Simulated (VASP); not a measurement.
# CdSe (F-43m) in VASP: further runs

The runs below take CdSe through relaxation of cell and atoms, with r2SCAN.

All numbers are computed with VASP 6.6.1; they aren't measurements. Logs are shortened: lines on timing, memory, paths and dates and some standing lists are left out, and cuts for length are marked.

### 1 The cell of the first run

It takes space group F-43m (No. 216, cubic). Conventional cell: a = 6.134 Å, b = 6.134 Å, c = 6.134 Å, α = 90.00°, β = 90.00°, γ = 90.00°. Cd (site symmetry -43m) has 4 Se at 2.66 Å within 3.5 Å. Se (site symmetry -43m) has 4 Cd at 2.66 Å within 3.5 Å.

### 2 Relaxation of cell and atoms, r2SCAN, target pressure 4 GPa, at which the enthalpy is minimised

File POSCAR:

```
CdSe
1.0
    3.0667787416      3.0667787416      0.0000000000
   -3.0667787416      3.0667787416      0.0000000000
    0.0000000000      3.0667787416      3.0667787416
Cd Se
1 1
Direct
    0.0000000000      0.0000000000      0.0000000000
    0.7500000000      0.2500000000      0.5000000000
```

File INCAR.step1:

```
ALGO     = Normal         # electronic algorithm
EDIFF    = 1E-4           # SCF threshold, eV
ENCUT    = 600            # plane-wave cutoff, eV
GGA      = PE             # functional
ISMEAR   = 0              # smearing method
LASPH    = T              # aspherical terms in the spheres
LCHARG   = F              # write CHGCAR
LREAL    = F              # projectors in reciprocal space
LWAVE    = T              # write WAVECAR
NELM     = 100            # most SCF steps
PREC     = Accurate       # precision mode
SIGMA    = 0.01           # smearing width, eV
```

File INCAR.step2:

```
ALGO     = Normal         # electronic algorithm
EDIFF    = 1E-7           # SCF threshold, eV
EDIFFG   = -0.002         # ionic threshold
ENCUT    = 600            # plane-wave cutoff, eV
IBRION   = 2              # ionic algorithm
ISIF     = 3              # what is computed and relaxed
ISMEAR   = 0              # smearing method
ISTART   = 1            
LASPH    = T              # aspherical terms in the spheres
LCHARG   = F              # write CHGCAR
LMIXTAU  = T            
LREAL    = F              # projectors in reciprocal space
LWAVE    = F              # write WAVECAR
METAGGA  = R2SCAN         # meta-GGA
NELM     = 100            # most SCF steps
NSW      = 100            # ionic steps
PREC     = Accurate       # precision mode
PSTRESS  = 40.0         
SIGMA    = 0.01           # smearing width, eV
```

File KPOINTS:

```
k-points
0
Gamma
  6 6 6
```

Potentials or basis: VASP PAW PBE potentials, release 64 (Cd, Se).

Command:

```bash
$ cat potpaw_PBE.64/Cd/POTCAR potpaw_PBE.64/Se/POTCAR > POTCAR
$ cp INCAR.step1 INCAR
$ mpirun -np 1 vasp_std > vasp.out
$ cp INCAR.step2 INCAR
$ mpirun -np 1 vasp_std > vasp.out
```

OUTCAR:

```text
EDIFF = 1E-7
   EDIFFG = -0.002
   ENCUT = 600
   IBRION = 2
   ISIF = 3
   ISMEAR = 0
   ISTART = 1
   LASPH = T
   LREAL = F
   METAGGA = R2SCAN
   NELM = 100
   NSW = 100
   PREC = Accurate
   PSTRESS = 40.0

 ion  position               nearest neighbor table
   1  0.000  0.000  0.000-   2 2.66   2 2.66   2 2.66   2 2.66
   2  0.750  0.250  0.500-   1 2.66   1 2.66   1 2.66   1 2.66

  LATTYP: Found a face centered cubic cell.
 ALAT       =     6.1335574832

  Lattice vectors:

 A1 = (   0.0000000000,   3.0667787416,   3.0667787416)
 A2 = (   3.0667787416,   0.0000000000,   3.0667787416)
 A3 = (   3.0667787416,   3.0667787416,   0.0000000000)

Analysis of symmetry for initial positions (statically):
=====================================================================
 Subroutine PRICEL returns:
 Original cell was already a primitive cell.

 Routine SETGRP: Setting up the symmetry group for a
 face centered cubic supercell.

 Subroutine GETGRP returns: Found 24 space group operations
 (whereof 24 operations were pure point group operations)
 out of a pool of 48 trial point group operations.

The static configuration has the point symmetry T_d .

Analysis of symmetry for dynamics (positions and initial velocities):
=====================================================================
 Subroutine PRICEL returns:
 Original cell was already a primitive cell.

 Routine SETGRP: Setting up the symmetry group for a
 face centered cubic supercell.

 Subroutine GETGRP returns: Found 24 space group operations
 (whereof 24 operations were pure point group operations)
 out of a pool of 48 trial point group operations.

The dynamic configuration has the point symmetry T_d .

 Subroutine INISYM returns: Found 24 space group operations
 (whereof 24 operations are pure point group operations),
 and found     1 'primitive' translations

----------------------------------------------------------------------------------------

                                     Primitive cell

  volume of cell :      57.6869

  direct lattice vectors                    reciprocal lattice vectors
     3.066778742  3.066778742  0.000000000     0.163037520  0.163037520 -0.163037520
    -3.066778742  3.066778742  0.000000000    -0.163037520  0.163037520 -0.163037520
     0.000000000  3.066778742  3.066778742     0.000000000  0.000000000  0.326075040

  length of vectors
     4.337080089  4.337080089  4.337080089     0.282389268  0.282389268  0.326075040

  position of ions in fractional coordinates (direct lattice)
     0.000000000  0.000000000  0.000000000
     0.750000000  0.250000000  0.500000000

  ion indices of the primitive-cell ions
   primitive index   ion index
                 1           1
                 2           2

----------------------------------------------------------------------------------------

 KPOINTS: k-points

Automatic generation of k-mesh.
 Grid dimensions read from file:
 generate k-points for:    6    6    6

 Generating k-lattice:

  Cartesian coordinates                     Fractional coordinates (reciprocal lattice)
     0.027172920  0.027172920 -0.027172920     0.166666667  0.000000000  0.000000000
    -0.027172920  0.027172920 -0.027172920     0.000000000  0.166666667  0.000000000
     0.000000000  0.000000000  0.054345840     0.000000000  0.000000000  0.166666667

  Length of vectors
     0.047064878  0.047064878  0.054345840

  Shift w.r.t. Gamma in fractional coordinates (k-lattice)
     0.000000000  0.000000000  0.000000000

 Subroutine IBZKPT returns following result:
 ===========================================

 Found     16 irreducible k-points:

 Following reciprocal coordinates:
            Coordinates               Weight
  0.000000  0.000000  0.000000      1.000000
  0.166667  0.000000  0.000000      8.000000
  0.333333  0.000000  0.000000      8.000000
  0.500000  0.000000  0.000000      4.000000
  0.166667  0.166667  0.000000     12.000000
  0.333333  0.166667  0.000000     24.000000
[... 8 lines left out ...]
  0.500000  0.333333  0.166667     24.000000
  0.500000  0.500000  0.166667     12.000000
   k-points           NKPTS =     16   k-points in BZ     NKDIM =     16   number of bands    NBANDS=     13
   number of dos      NEDOS =    301   number of ions     NIONS =      2
   total plane-waves  NPLWV =  46656
   dimension x,y,z NGX =    36 NGY =   36 NGZ =   36
   dimension x,y,z NGXF=    72 NGYF=   72 NGZF=   72
   ions per type =               1   1
   NGX,Y,Z   is equivalent  to a cutoff of  13.80, 13.80, 13.80 a.u.
   NGXF,Y,Z  is equivalent  to a cutoff of  27.60, 27.60, 27.60 a.u.
 SYSTEM =  unknown system
   PREC   = accura    normal or accurate (medium, high low for compatibility)
   ISTART =      1    job   : 0-new  1-cont  2-samecut
   ICHARG =      0    charge: 1-file 2-atom 10-const
   ISPIN  =      1    spin polarized calculation?
   LNONCOLLINEAR =      F non collinear calculations
   LSORBIT =      F    spin-orbit coupling
   LASPH  =      T    aspherical Exc in radial PAW
   ENCUT  =  600.0 eV  44.10 Ry    6.64 a.u.   8.66  8.66  8.66*2*pi/ulx,y,z
   NELM   =    100;   NELMIN=  2; NELMDL=  0     # of ELM steps
   EDIFF  = 0.1E-06   stopping-criterion for ELM
   LREAL  =      F    real-space projection
   EDIFFG = -.2E-02   stopping-criterion for IOM
   NSW    =    100    number of steps for IOM
   IBRION =      2    ionic relax: 0-MD 1-quasi-New 2-CG
   NFREE  =      1    steps in history (QN), initial steepest desc. (CG)
   ISIF   =      3    stress and relaxation
   ISYM   =      2    0-nonsym 1-usesym 2-fastsym
   POTIM  = 0.5000    time-step for ionic-motion
   TEBEG  =    0.0;   TEEND  =   0.0 temperature during run
   PSTRESS=   40.0 pullay stress
   NELECT =      18.0000    total number of electrons
   NUPDOWN=      -1.0000    fix difference up-down
   EMIN   =  10.00;   EMAX   =-10.00  energy-range for DOS
   EFERMI =   0.00;   METHOD = LEGACY
   ISMEAR =     0;   SIGMA  =   0.01  broadening in eV -4-tet -1-fermi 0-gaus
   EFERMI_NEDOS =   21; number of points for ismear=-14 and -15
   IALGO  =     38    algorithm
   IMIX   =      4    mixing-type and parameters
     AMIX     =   0.40;   BMIX     =  1.00
     AMIX_MAG =   1.60;   BMIX_MAG =  1.00
  volume/ion in A,a.u.               =      28.84       194.65
  Fermi-wavevector in a.u.,A,eV,Ry     =   1.110384  2.098322 16.775341  1.232953
  Thomas-Fermi vector in A             =   2.246935
   LORBIT       =      0    0 simple, 1 ext, 2 COOP (PROOUT), +10 PAW based schemes
   METAGGA = R2SCAN    functional components
   LHFCALC =     F    Hartree Fock is set to
   AEXX    =    0.0000 exact exchange contribution
   IVDW    =     0    specifies the selected vdW correction
   LEPSILON=     F    determine dielectric tensor
   LRPA    =     F    only Hartree local field effects (RPA)
 conjugate gradient relaxation of ions
 non-spin polarized calculation
 Gauss-broadening in eV      SIGMA  =   0.01
  energy-cutoff  :      600.00
  volume of cell :       57.69
 maximum number of plane-waves:      1964
 NGX is ok and might be reduce to    36
   NGX = 17   NGY = 17   NGZ = 17

--------------------------------------- Ionic step        1  -------------------------------------------

 number of electron      17.9999997 magnetization

 Free energy of the ion-electron system (eV)
  ---------------------------------------------------
  ext. energy  EPLUGINS =         0.00000000
  ---------------------------------------------------
  free energy    TOTEN  =       -35.91339801 eV

  energy without entropy =      -35.91339801  energy(sigma->0) =      -35.91339801

------------------------ aborting loop because EDIFF is reached ----------------------------------------

  FORCE on cell =-STRESS in cart. coord.  units (eV):
  Direction    XX          YY          ZZ          XY          YZ          ZX
  --------------------------------------------------------------------------------------
  -------------------------------------------------------------------------------------
  Total        0.0722064      0.0722064      0.0722064      0.0000000      0.0000000      0.0000000
  in kB        2.0054357      2.0054357      2.0054357      0.0000000      0.0000000      0.0000000
  external PRESSURE =     -37.9945643 kB  Pullay stress =      40.0000000 kB

 VOLUME and BASIS-vectors are now :
 -----------------------------------------------------------------------------
  energy-cutoff  :      600.00
  volume of cell :       57.69
      direct lattice vectors                 reciprocal lattice vectors
     3.066778742  3.066778742  0.000000000     0.163037520  0.163037520 -0.163037520
    -3.066778742  3.066778742  0.000000000    -0.163037520  0.163037520 -0.163037520
     0.000000000  3.066778742  3.066778742     0.000000000  0.000000000  0.326075040
[... 46 lines left out ...]
  FREE ENERGIE OF THE ION-ELECTRON SYSTEM (eV)
  ---------------------------------------------------
  free  energy   TOTEN  =       -35.8017826699 eV

  energy  without entropy=      -35.8017826699  energy(sigma->0) =      -35.80178267

  enthalpy is  TOTEN    =       -34.4994897772 eV   P V=        1.3022928928

--------------------------------------- Ionic step        3  -------------------------------------------

 number of electron      18.0000003 magnetization

 Free energy of the ion-electron system (eV)
  ---------------------------------------------------
  ext. energy  EPLUGINS =         0.00000000
  ---------------------------------------------------
  free energy    TOTEN  =       -35.87012454 eV

  energy without entropy =      -35.87012454  energy(sigma->0) =      -35.87012454

 E-fermi :   1.0262     XC(G=0):  -9.6080

 val. band max:        0.9525226841   @ k =   0.0000   0.0000   0.0000
 cond. band min:       2.1217400026   @ k =   0.0000   0.0000   0.0000
 fundamental gap:      1.1692173185
 Fermi energy:         1.0261657456

 k-point     1 :       0.0000    0.0000    0.0000
  band No.  band energies     occupation
      1     -12.2943      2.00000
      2      -7.3511      2.00000
      3      -7.3511      2.00000
      4      -7.3511      2.00000
      5      -6.9032      2.00000
      6      -6.9032      2.00000
      7       0.9525      2.00000
      8       0.9525      2.00000
      9       0.9525      2.00000
     10       2.1217      0.00000
     11       7.4225      0.00000
     12       7.4225      0.00000
     13       7.4225      0.00000

 k-point     2 :       0.1667    0.0000    0.0000
  band No.  band energies     occupation
      1     -12.1920      2.00000
      2      -7.3174      2.00000
      3      -7.3174      2.00000
      4      -7.2519      2.00000
      5      -6.9042      2.00000
      6      -6.9042      2.00000
      7      -0.7378      2.00000
      8       0.7248      2.00000
      9       0.7248      2.00000
     10       3.3778      0.00000
     11       7.1641      0.00000
[... 246 lines left out ...]
 POSITION                                       TOTAL-FORCE (eV/Angst)
 -----------------------------------------------------------------------------------
     -0.00000      0.00000     -0.00000         0.000000      0.000000      0.000000
      1.50181      4.50542      1.50181        -0.000000     -0.000000      0.000000
 -----------------------------------------------------------------------------------
    total drift:                                0.000003     -0.000000      0.000000

  FREE ENERGIE OF THE ION-ELECTRON SYSTEM (eV)
  ---------------------------------------------------
  free  energy   TOTEN  =       -35.8701245440 eV

  energy  without entropy=      -35.8701245440  energy(sigma->0) =      -35.87012454

  enthalpy is  TOTEN    =       -34.5170834258 eV   P V=        1.3530411183

 reached required accuracy - stopping structural energy minimisation
```

It took 88 s on 1 thread of Intel Xeon 6975P-C (Granite Rapids), shared host; peak memory 0.23 GiB.

What came out:

```yaml
Free_energy: -35.8701 eV
Relaxed_volume: 27.10 Å³/atom
Relaxed_cell: a = 4.248 Å, b = 4.248 Å, c = 4.248 Å, α = 60.00°, β = 60.00°, γ = 90.00°
Space_group_after_relaxing_to_0.1_Å: F-43m (No. 216)
Energy_change_on_relaxing_the_run_minimises_the_enthalpy: +21.6 meV/atom
Ionic_steps: 3
Pressure_after_relaxing: 4.0 GPa
Band_gap_on_the_k_mesh: 1.17 eV
```

Step by step:
| step | energy change (eV) | largest force (eV/Å) | pressure (GPa) | volume (Å³) |
| --- | --- | --- | --- | --- |
| 1 | 0.0000 | 0.0000 | 0.20 | 57.69 |
| 2 | 0.1116 | 0.0000 | 6.88 | 52.16 |
| 3 | 0.0433 | 0.0000 | 4.00 | 54.20 |

Final structure:
```xyz
2
Lattice="3.0036 3.0036 0.0000 -3.0036 3.0036 0.0000 0.0000 3.0036 3.0036" Properties=species:S:1:pos:R:3 pbc="T T T"
Cd    0.0000    0.0000    0.0000
Se    1.5018    4.5054    1.5018
```

Levels at points of the mesh, in eV from the valence-band top:
```tsv
k point	band 6	band 7	band 8	band 9	band 10	band 11	band 12	band 13
(0.00, 0.00, 0.00)	-7.86	0.00	0.00	0.00	1.17	6.47	6.47	6.47
(0.50, 0.00, 0.00)	-7.52	-4.66	-0.82	-0.82	2.91	6.93	6.93	7.93
(0.50, 0.50, 0.00)	-7.45	-4.27	-2.02	-2.02	3.39	4.19	9.90	11.20
```

Caveat: the cell is relaxed towards a set pressure, so the run minimises the enthalpy, not the energy; the PAW data sets were made with another functional, which shifts forces and pressure a little.

[end of part 1 of 2]
